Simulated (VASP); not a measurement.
# SnTe (Fm-3m) in VASP: notebook, part 2 of 2

VASP 6.6.1. Earlier steps stand in the parts before.

**4. Single point, LDA**

This run uses another cell than the first one, of 30.03 Å³/atom, 1.021 times its volume.

The input, INCAR:

```
SYSTEM = SnTe
  PREC = Accurate
  ENCUT = 520
  EDIFF = 1E-7
  ISMEAR = -1
  SIGMA = 0.05
  LREAL = .FALSE.
  LASPH = .TRUE.
  NELM = 100
  ALGO = Normal
  ISIF = 2
  LWAVE = .FALSE.
  LCHARG = .FALSE.
  GGA = CA
  NBANDS = 17
```

The input, KPOINTS:

```
regular mesh
0
G
  7 7 7
  0 0 0
```

The input, POSCAR:

```
SnTe
1.0
    0.0000000000      3.1082657258      3.1082657258
    3.1082657258      0.0000000000      3.1082657258
    3.1082657258      3.1082657258      0.0000000000
Te Sn
1 1
Direct
    0.5000000000      0.5000000000      0.5000000000
    0.0000000000      0.0000000000      0.0000000000
```

Potentials or basis: VASP PAW LDA potentials, release 64 (Te, Sn_d).

Run with:

```sh
cat potpaw_LDA.64/Te/POTCAR potpaw_LDA.64/Sn_d/POTCAR > POTCAR
mpirun -np 1 vasp_std > vasp.out
```

OUTCAR:

```text
SYSTEM = SnTe
   PREC = Accurate
   ENCUT = 520
   EDIFF = 1E-7
   ISMEAR = -1
   LREAL = .FALSE.
   LASPH = .TRUE.
   NELM = 100
   ISIF = 2
   GGA = CA

 ion  position               nearest neighbor table
   1  0.500  0.500  0.500-   2 3.11   2 3.11   2 3.11   2 3.11   2 3.11   2 3.11
   2  0.000  0.000  0.000-   1 3.11   1 3.11   1 3.11   1 3.11   1 3.11   1 3.11

  LATTYP: Found a face centered cubic cell.
 ALAT       =     6.2165314516

  Lattice vectors:

 A1 = (   0.0000000000,   3.1082657258,   3.1082657258)
 A2 = (   3.1082657258,   0.0000000000,   3.1082657258)
 A3 = (   3.1082657258,   3.1082657258,   0.0000000000)

Analysis of symmetry for initial positions (statically):
[... 33 lines left out ...]
                                     Primitive cell

  volume of cell :      60.0599

  direct lattice vectors                    reciprocal lattice vectors
     0.000000000  3.108265726  3.108265726    -0.160861408  0.160861408  0.160861408
     3.108265726  0.000000000  3.108265726     0.160861408 -0.160861408  0.160861408
     3.108265726  3.108265726  0.000000000     0.160861408  0.160861408 -0.160861408

  length of vectors
     4.395751545  4.395751545  4.395751545     0.278620131  0.278620131  0.278620131

  position of ions in fractional coordinates (direct lattice)
     0.500000000  0.500000000  0.500000000
     0.000000000  0.000000000  0.000000000

  ion indices of the primitive-cell ions
   primitive index   ion index
                 1           1
                 2           2

----------------------------------------------------------------------------------------

 KPOINTS: regular mesh

Automatic generation of k-mesh.
 Grid dimensions read from file:
 generate k-points for:    7    7    7

 Generating k-lattice:

  Cartesian coordinates                     Fractional coordinates (reciprocal lattice)
    -0.022980201  0.022980201  0.022980201     0.142857143  0.000000000  0.000000000
     0.022980201 -0.022980201  0.022980201     0.000000000  0.142857143  0.000000000
     0.022980201  0.022980201 -0.022980201     0.000000000  0.000000000  0.142857143

  Length of vectors
     0.039802876  0.039802876  0.039802876

  Shift w.r.t. Gamma in fractional coordinates (k-lattice)
     0.000000000  0.000000000  0.000000000

 Subroutine IBZKPT returns following result:
 ===========================================

 Found     20 irreducible k-points:

 Following reciprocal coordinates:
            Coordinates               Weight
  0.000000  0.000000  0.000000      1.000000
  0.142857  0.000000  0.000000      8.000000
  0.285714  0.000000  0.000000      8.000000
  0.428571  0.000000  0.000000      8.000000
  0.142857  0.142857  0.000000      6.000000
  0.285714  0.142857  0.000000     24.000000
[... 12 lines left out ...]
 -0.428571  0.428571  0.142857     24.000000
 -0.285714  0.428571  0.142857     24.000000
   k-points           NKPTS =     20   k-points in BZ     NKDIM =     20   number of bands    NBANDS=     17
   number of dos      NEDOS =    301   number of ions     NIONS =      2
   total plane-waves  NPLWV =  46656
   dimension x,y,z NGX =    36 NGY =   36 NGZ =   36
   dimension x,y,z NGXF=    72 NGYF=   72 NGZF=   72
   ions per type =               1   1
   NGX,Y,Z   is equivalent  to a cutoff of  13.62, 13.62, 13.62 a.u.
   NGXF,Y,Z  is equivalent  to a cutoff of  27.23, 27.23, 27.23 a.u.
 SYSTEM =  SnTe
   PREC   = accura    normal or accurate (medium, high low for compatibility)
   ISTART =      0    job   : 0-new  1-cont  2-samecut
   ICHARG =      2    charge: 1-file 2-atom 10-const
   ISPIN  =      1    spin polarized calculation?
   LNONCOLLINEAR =      F non collinear calculations
   LSORBIT =      F    spin-orbit coupling
   LASPH  =      T    aspherical Exc in radial PAW
   ENCUT  =  520.0 eV  38.22 Ry    6.18 a.u.   8.17  8.17  8.17*2*pi/ulx,y,z
   NELM   =    100;   NELMIN=  2; NELMDL= -5     # of ELM steps
   EDIFF  = 0.1E-06   stopping-criterion for ELM
   LREAL  =      F    real-space projection
   EDIFFG = 0.1E-05   stopping-criterion for IOM
   NSW    =      0    number of steps for IOM
   IBRION =     -1    ionic relax: 0-MD 1-quasi-New 2-CG
   NFREE  =      0    steps in history (QN), initial steepest desc. (CG)
   ISIF   =      2    stress and relaxation
   ISYM   =      2    0-nonsym 1-usesym 2-fastsym
   POTIM  = 0.5000    time-step for ionic-motion
   TEBEG  =    0.0;   TEEND  =   0.0 temperature during run
   PSTRESS=    0.0 pullay stress
   NELECT =      20.0000    total number of electrons
   NUPDOWN=      -1.0000    fix difference up-down
   EMIN   =  10.00;   EMAX   =-10.00  energy-range for DOS
   EFERMI =   0.00;   METHOD = LEGACY
   ISMEAR =    -1;   SIGMA  =   0.05  broadening in eV -4-tet -1-fermi 0-gaus
   EFERMI_NEDOS =   21; number of points for ismear=-14 and -15
   IALGO  =     38    algorithm
   IMIX   =      4    mixing-type and parameters
     AMIX     =   0.40;   BMIX     =  1.00
     AMIX_MAG =   1.60;   BMIX_MAG =  1.00
  volume/ion in A,a.u.               =      30.03       202.65
  Fermi-wavevector in a.u.,A,eV,Ry     =   1.134723  2.144316 17.518825  1.287597
  Thomas-Fermi vector in A             =   2.271428
   LORBIT       =      0    0 simple, 1 ext, 2 COOP (PROOUT), +10 PAW based schemes
   GGA     = CA    functional components
   LHFCALC =     F    Hartree Fock is set to
   AEXX    =    0.0000 exact exchange contribution
   IVDW    =     0    specifies the selected vdW correction
   LEPSILON=     F    determine dielectric tensor
   LRPA    =     F    only Hartree local field effects (RPA)
 non-spin polarized calculation
  energy-cutoff  :      520.00
  volume of cell :       60.06
 maximum number of plane-waves:      1639
 NGX is ok and might be reduce to    36
   NGX = 17   NGY = 17   NGZ = 17

 number of electron      19.9999998 magnetization

 Free energy of the ion-electron system (eV)
  ---------------------------------------------------
  ext. energy  EPLUGINS =         0.00000000
  ---------------------------------------------------
  free energy    TOTEN  =        -8.83812844 eV

  energy without entropy =       -8.83803674  energy(sigma->0) =       -8.83808259

 E-fermi :   7.2979     XC(G=0):  -9.9206

 val. band max:        6.9926087470   @ k =   0.4286   0.0000   0.0000
 cond. band min:       7.6564165419   @ k =   0.4286   0.0000   0.0000
 fundamental gap:      0.6638077949
 Fermi energy:         7.2979261988

 k-point     1 :       0.0000    0.0000    0.0000
  band No.  band energies     occupation
      1     -14.5545      2.00000
      2     -14.5545      2.00000
      3     -14.5425      2.00000
      4     -14.5425      2.00000
      5     -14.5425      2.00000
      6      -5.8715      2.00000
[... 9 lines left out ...]
     16      11.9655      0.00000
     17      13.9160      0.00000

 k-point     2 :       0.1429    0.0000    0.0000
  band No.  band energies     occupation
      1     -14.5555      2.00000
      2     -14.5555      2.00000
      3     -14.5422      2.00000
      4     -14.5412      2.00000
      5     -14.5412      2.00000
      6      -5.6897      2.00000
[... 9 lines left out ...]
     16      12.3932      0.00000
     17      15.3536      0.00000

 k-point     3 :       0.2857    0.0000    0.0000
  band No.  band energies     occupation
      1     -14.5582      2.00000
      2     -14.5582      2.00000
      3     -14.5414      2.00000
      4     -14.5377      2.00000
      5     -14.5377      2.00000
      6      -5.1879      2.00000
[... 9 lines left out ...]
     16      13.5632      0.00000
     17      17.8617      0.00000

 k-point     4 :       0.4286    0.0000    0.0000
  band No.  band energies     occupation
      1     -14.5606      2.00000
      2     -14.5606      2.00000
      3     -14.5409      2.00000
      4     -14.5347      2.00000
      5     -14.5347      2.00000
      6      -4.6002      2.00000
[... 9 lines left out ...]
     16      15.3402      0.00000
     17      16.9257      0.00000
[... 263 lines left out ...]
      1     -14.5664      2.00000
      2     -14.5566      2.00000
      3     -14.5400      2.00000
      4     -14.5361      2.00000
      5     -14.5323      2.00000
      6      -4.3177      2.00000
[... 9 lines left out ...]
     16      16.0833      0.00000
     17      17.3714      0.00000

 k-point    19 :      -0.4286    0.4286    0.1429
  band No.  band energies     occupation
      1     -14.5722      2.00000
      2     -14.5524      2.00000
      3     -14.5439      2.00000
      4     -14.5331      2.00000
      5     -14.5299      2.00000
      6      -4.1862      2.00000
[... 9 lines left out ...]
     16      17.0249      0.00000
     17      17.8832      0.00000

 k-point    20 :      -0.2857    0.4286    0.1429
  band No.  band energies     occupation
      1     -14.5696      2.00000
      2     -14.5550      2.00000
      3     -14.5401      2.00000
      4     -14.5365      2.00000
      5     -14.5300      2.00000
      6      -4.0858      2.00000
[... 9 lines left out ...]
     16      17.0973      0.00000
     17      17.8406      0.00000

------------------------ aborting loop because EDIFF is reached ----------------------------------------

  FORCE on cell =-STRESS in cart. coord.  units (eV):
  Direction    XX          YY          ZZ          XY          YZ          ZX
  --------------------------------------------------------------------------------------
  -------------------------------------------------------------------------------------
  Total        0.1599320      0.1599320      0.1599320      0.0000000      0.0000000     -0.0000000
  in kB        4.2664009      4.2664009      4.2664009      0.0000000      0.0000000     -0.0000000
  external PRESSURE =       4.2664009 kB  Pullay stress =       0.0000000 kB

 VOLUME and BASIS-vectors are now :
 -----------------------------------------------------------------------------
  energy-cutoff  :      520.00
  volume of cell :       60.06
      direct lattice vectors                 reciprocal lattice vectors
     0.000000000  3.108265726  3.108265726    -0.160861408  0.160861408  0.160861408
     3.108265726  0.000000000  3.108265726     0.160861408 -0.160861408  0.160861408
     3.108265726  3.108265726  0.000000000     0.160861408  0.160861408 -0.160861408

 POSITION                                       TOTAL-FORCE (eV/Angst)
 -----------------------------------------------------------------------------------
      3.10827      3.10827      3.10827        -0.000000      0.000000      0.000000
      0.00000      0.00000      0.00000         0.000000     -0.000000     -0.000000
 -----------------------------------------------------------------------------------
    total drift:                               -0.000000      0.000000      0.000000

  FREE ENERGIE OF THE ION-ELECTRON SYSTEM (eV)
  ---------------------------------------------------
  free  energy   TOTEN  =        -8.8381284407 eV

  energy  without entropy=       -8.8380367393  energy(sigma->0) =       -8.83808259
```

OSZICAR:

```text
N       E                     dE             d eps       ncg     rms          rms(c)
DAV:   1     0.131011091769E+03    0.13101E+03   -0.95680E+03   680   0.134E+03
DAV:   2     0.386673040543E+01   -0.12714E+03   -0.12388E+03   720   0.342E+02
DAV:   3    -0.851832097870E+01   -0.12385E+02   -0.11856E+02   883   0.918E+01
DAV:   4    -0.887972899328E+01   -0.36141E+00   -0.36103E+00   820   0.163E+01
DAV:   5    -0.889160943425E+01   -0.11880E-01   -0.11879E-01   932   0.296E+00    0.528E+00
DAV:   6    -0.884345482211E+01    0.48155E-01   -0.96184E-02   966   0.220E+00    0.336E+00
DAV:   7    -0.883914672277E+01    0.43081E-02   -0.39151E-02   877   0.107E+00    0.654E-01
DAV:   8    -0.883811209888E+01    0.10346E-02   -0.68998E-03   884   0.651E-01    0.153E-01
DAV:   9    -0.883815386691E+01   -0.41768E-04   -0.58287E-04   883   0.213E-01    0.562E-02
DAV:  10    -0.883812831941E+01    0.25547E-04   -0.83755E-05   918   0.804E-02    0.240E-02
DAV:  11    -0.883812893091E+01   -0.61150E-06   -0.22462E-05   846   0.376E-02    0.146E-02
DAV:  12    -0.883812847855E+01    0.45237E-06   -0.20495E-06   879   0.129E-02    0.838E-03
DAV:  13    -0.883812844070E+01    0.37842E-07   -0.34220E-07   759   0.390E-03
   1 F= -.88381284E+01 E0= -.88380826E+01  d E =-.917014E-04
```

Wall time 36 s (1 thread of AMD EPYC 7R43 (Zen 3), shared host); peak memory 0.13 GiB.

Results:

```
Free energy : -8.8381 eV
Pressure    : 0.4 GPa
```

Levels at points of the mesh, in eV from the Fermi level:
| k point | band 7 | band 8 | band 9 | band 10 | band 11 | band 12 | band 13 | band 14 |
| --- | --- | --- | --- | --- | --- | --- | --- | --- |
| (0.00, 0.00, 0.00) | -4.67 | -2.28 | -2.28 | -2.28 | 3.34 | 3.34 | 3.34 | 4.67 |

Caveat: this odd mesh misses L, where the gap lies, so gap, dielectric constants and Born charges aren't listed; spin-orbit coupling is left out, which moves the levels of the heavy elements.

**5. Summary**

```csv
level,potentials or basis,cell,pressure (GPa)
RPBE+D4,"VASP PAW PBE potentials, release 64 (Te, Sn_d)","a = 4.365 Å, angles 60.0°, 2 atoms",2.4
PBE exchange alone,"VASP PAW PBE potentials, release 64 (Te, Sn_d)","a = 4.365 Å, angles 60.0°, 2 atoms",15.8
LDA,"VASP PAW LDA potentials, release 64 (Te, Sn_d)","a = 4.396 Å, angles 60.0°, 2 atoms",0.4
```

Alike in all rows: task single point; no spin polarisation; k mesh 7 × 7 × 7; cutoff (eV) 520; smearing fermi-dirac 0.05 eV.

Caveats: spin-orbit coupling is left out, which moves the levels of the heavy elements; the PAW data sets were made with another functional, which shifts forces and pressure a little (some runs).

Total energies depend on the potentials used, so only differences within one code and one set of settings carry meaning.
